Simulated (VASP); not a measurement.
Al3H: relaxation of cell and atoms with PBE

The system is Al3H.

```
Al H
1.0
     4.57168    0.00000    0.00000
    -2.28584    3.95919    0.00000
     0.00000    0.00000    3.38177
Al H
3 1
Cartesian
  0.0000 2.6395 0.0000
  2.2858 1.3197 0.0000
  0.0000 0.0000 1.6909
  0.0000 0.0000 0.0000
```

The cell was generated, and may not be a known phase.

```
Program                : VASP 6.6.1
Task                   : relaxation of cell and atoms
Functional             : PBE
Potentials or basis    : VASP PAW PBE potentials, release 64 (Al, H)
Cutoff                 : 600 eV
k mesh                 : 6 × 6 × 6
Occupations            : gaussian, width 0.1 eV
Spin                   : no spin polarisation
Dipole correction      : no
Further INCAR settings : ALGO = Normal; EDIFF = 1e-06; IBRION = 2; EDIFFG = -0.04; NSW = 90; ISIF = 3
```

The relaxed volume is 15.38 Å³/atom. The relaxed cell is a = 4.511 Å, b = 4.511 Å, c = 3.491 Å, α = 90.00°, β = 90.00°, γ = 120.00°, the space group after relaxing (to 0.1 Å) is P6/mmm (No. 191) and the energy gained by relaxing is 5.0 meV/atom. The ionic steps are 6, the pressure after relaxing is -0.1 GPa and the band gap on the k mesh is zero (bands 5 and 6 overlap by 5.38 eV).

Stress tensor (GPa, compression positive):
```
-0.03  0.00  0.00
 0.00 -0.03  0.00
 0.00  0.00 -0.15
```

Step by step:
```tsv
step	energy change (eV)	largest force (eV/Å)	pressure (GPa)	volume (Å³)
1	0.0000	0.0000	-0.07	61.21
2	-0.0094	0.0000	0.08	61.15
3	-0.0185	0.0000	0.54	60.96
4	-0.0189	0.0000	0.41	61.02
5	-0.0192	0.0000	0.46	61.00
6	-0.0198	0.0000	-0.07	61.54
```

Final structure:
```
Al H
1.0
     4.51138    0.00000    0.00000
    -2.25569    3.90697    0.00000
     0.00000    0.00000    3.49123
Al H
3 1
Direct
  0.33333 0.66667 0.00000
  0.66667 0.33333 0.00000
  0.00000 0.00000 0.50000
  0.00000 0.00000 0.00000
```

Levels at points of the mesh, in eV from the Fermi level:
```
           k point  band 3  band 4  band 5  band 6  band 7  band 8
(0.00, 0.00, 0.00)   -0.82   -0.82   -0.69   -0.69    0.73    1.19
(0.50, 0.00, 0.00)   -3.45   -3.00    2.73    3.09    3.69    4.96
(0.00, 0.00, 0.50)   -1.89    0.70    0.70    1.83    1.83    2.51
(0.50, 0.00, 0.50)   -4.08   -3.31   -1.59   -1.03    0.89    1.14
```

It took 38 s on 1 thread of Intel(R) Xeon(R) Platinum 8559C (Emerald Rapids), with other jobs on the host, peak memory 0.2 GiB.
